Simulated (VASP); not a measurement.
# Ga16HO24 (a cell with a defect) (H interstitial hop between voids): single point with PBE

Ga16HO24 (a cell with a defect) (H interstitial hop between voids):

```xyz
41
Lattice="2.5290 1.4601 4.5413 -5.0580 2.9202 9.0826 0.0000 -5.8404 9.0826" Properties=species:S:1:pos:R:3 pbc="T T T"
Ga   -0.0242   -0.0186   11.6099
Ga   -0.0210   -0.0155    8.7243
Ga   -0.0334   -0.0588    1.8909
Ga   -0.0712    0.0306    4.7562
Ga   -0.0411   -2.9092   16.2216
Ga   -0.0561   -2.9089   13.3192
Ga   -0.1075   -2.9957    6.6475
Ga    0.0014   -2.9763    9.4454
Ga   -2.5104    1.4096   16.1572
Ga   -2.4044    1.6052   13.1465
Ga   -2.5085    1.4339    6.4587
Ga   -2.4847    1.4582    9.3723
Ga   -2.5393   -1.4562   20.7240
Ga   -2.5594   -1.4461   17.8441
Ga   -2.4883   -1.5490   10.9966
Ga   -2.5504   -1.4541   13.9615
O     0.7754    1.4770    5.6460
O     0.8257   -1.5905    5.6385
O    -1.7703   -0.2122    5.6185
O    -0.8607   -1.5354    7.9538
O     1.7144    0.1348    7.8575
O    -1.0359    1.4910    7.9282
O     0.7638   -1.4439   10.2434
O     1.0133   -4.4570   10.2230
O    -1.7584   -3.1467   10.2195
O    -0.8443   -4.4396   12.4817
O     1.7111   -2.7779   12.5341
O    -1.0834   -1.4012   12.4919
O    -1.7172    2.9645   10.2207
O    -1.5400   -0.0557   10.2322
O    -4.2933    1.2229   10.1682
O    -3.4493    0.0725   12.7045
O    -0.7110    1.6409   12.4325
O    -3.5805    2.9579   12.4603
O    -1.7132    0.0790   14.8046
O    -1.5161   -2.9494   14.7661
O    -4.3091   -1.6415   14.7817
O    -3.3597   -2.9867   17.0456
O    -0.8062   -1.2460   17.0408
O    -3.5849    0.0488   17.0296
H     0.9448   -2.2171    4.8276
```

* Program: VASP 6.6.1
* Task: single point
* Functional: PBE
* Potentials or basis: VASP PAW PBE potentials, release 64 (Ga_d, O, H)
* Cutoff: 520 eV
* k mesh: 1 × 1 × 1
* Occupations: fermi-dirac, width 0.01 eV
* Spin: no spin polarisation
* Dipole correction: no
* Charge: 1
* Further INCAR settings: LREAL = Auto; ALGO = Normal; EDIFF = 1e-06; NBANDS = 202; NELECT = 352.0

```json
{"Largest force": "0.098 eV/Å"}
```

Forces in eV/Å, atoms in the order of the input:
```
Ga   0.008  0.004  0.014
Ga   0.000 -0.009 -0.006
Ga  -0.005  0.017 -0.002
Ga   0.007  0.001  0.023
Ga   0.007 -0.011  0.006
Ga   0.007 -0.009 -0.006
Ga  -0.004  0.001 -0.008
Ga  -0.011  0.011  0.001
Ga  -0.020  0.003 -0.004
Ga   0.016 -0.014  0.008
Ga  -0.001  0.009 -0.009
Ga  -0.006  0.006  0.007
Ga   0.003 -0.010  0.013
Ga   0.003 -0.013 -0.004
Ga  -0.002  0.012 -0.001
Ga  -0.001  0.000  0.005
O   -0.008  0.007 -0.001
O    0.009  0.055  0.050
O    0.001  0.003  0.003
O    0.008 -0.006  0.015
O    0.002 -0.012  0.001
O    0.009  0.001  0.000
O   -0.004  0.011 -0.013
O    0.002 -0.008  0.004
O    0.004  0.003  0.002
O    0.004 -0.004 -0.013
O   -0.007 -0.009  0.007
O   -0.001  0.004  0.007
O   -0.004  0.015 -0.002
O   -0.008 -0.002 -0.002
O    0.005  0.002  0.005
O   -0.002 -0.020  0.013
O   -0.005 -0.004  0.002
O   -0.002  0.002  0.001
O   -0.019  0.011 -0.028
O   -0.011  0.004 -0.001
O    0.008  0.011 -0.006
O    0.003 -0.014 -0.004
O   -0.003  0.005 -0.003
O    0.006  0.005  0.003
H    0.014 -0.058 -0.078
```

Levels at points of the mesh, in eV from the Fermi level:
```csv
k point,band 174,band 175,band 176,band 177,band 178,band 179
"(0.00, 0.00, 0.00)",-0.33,-0.27,-0.25,2.11,5.51,5.64
```

Wall time 4.2 min on 1 thread of Intel(R) Xeon(R) Platinum 8488C (Sapphire Rapids), with other jobs on the host, peak memory 0.55 GiB.

Caveat: the k points lie up to 1.51 Å⁻¹ apart; the cell carries a net charge on a neutralising background, which shifts energy and pressure; the cell is charged against a uniform background, so pressure and absolute levels hang on convention.
